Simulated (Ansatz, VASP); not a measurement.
# MnHg in VASP and in Ansatz

Contents of INCAR:

```
SYSTEM = MnHg
PREC = Accurate
ENCUT = 520
EDIFF = 1E-6
ISMEAR = -1
SIGMA = 0.08
LREAL = .False.
LASPH = .True.
NELM = 150
ALGO = Normal
ISIF = 2
LWAVE = .False.
LCHARG = .False.
ISPIN = 2
MAGMOM = 4 0
LORBIT = 11
LMAXMIX = 4
GGA = PE
NBANDS = 24
```

KPOINTS

```
Automatic mesh
0
Gamma
  10 10 10
  0 0 0
```

Contents of POSCAR:

```
MnHg
1.0
    3.3478239169      0.0000000000      0.0000000000
    0.0000000000      3.3478239169      0.0000000000
    0.0000000000      0.0000000000      3.3478239169
Mn Hg
1 1
Direct
    0.5000000000      0.5000000000      0.5000000000
    0.0000000000      0.0000000000      0.0000000000
```

Input for Ansatz:

```yaml
crystal:
  lattice:
    - [3.3478239169, 0.0, 0.0]
    - [0.0, 3.3478239169, 0.0]
    - [0.0, 0.0, 3.3478239169]
  atoms:
    - { symbol: Mn, position: [0.5, 0.5, 0.5], spin: 4.0 }
    - { symbol: Hg, position: [0.0, 0.0, 0.0] }
magnetization:
  spin_polarized: true
kpoints:
  mp_grid: { grid: [10, 10, 10] }
scf:
  occupations: { method: fermi_dirac, width: 0.08 }
hamiltonian:
  xc: pbe
  pseudopotentials: { kind: all_electron, lapw: { basis_error: 0.00025 } }
output:
  forces: true
  stress: true
  eigenvalues: true
```

Change from the starting cell: volume scaled by 1.03.

Alike in both runs: task single point; functional PBE; k mesh 10 × 10 × 10; occupations fermi-dirac, width 0.08 eV; collinear spin.

|  | VASP | Ansatz |
| --- | --- | --- |
| version | VASP 6.6.1 | Ansatz 0.2.0 |
| potentials or method | VASP PAW PBE potentials, release 64 (Mn_pv, Hg), cutoff 520 eV | all-electron LAPW, scalar-relativistic |

Ansatz gave:

| Property | Result |
| --- | --- |
| pressure (GPa) | -1.7 |
| net moment per atom (μB) | 1.98 |
| size of the moment on the site where the two differ most (μB) | 3.99 |

**Question.** Which values does VASP return?

**Answer.** Pressure (GPa): -1.4; net moment per atom (μB): 1.98; size of the moment on the site where the two differ most (μB): 3.87.

Site moments also hang on the region over which each program counts them. Ansatz ran all-electron here, and VASP with PAW potentials.

Neither program's run includes spin-orbit coupling.
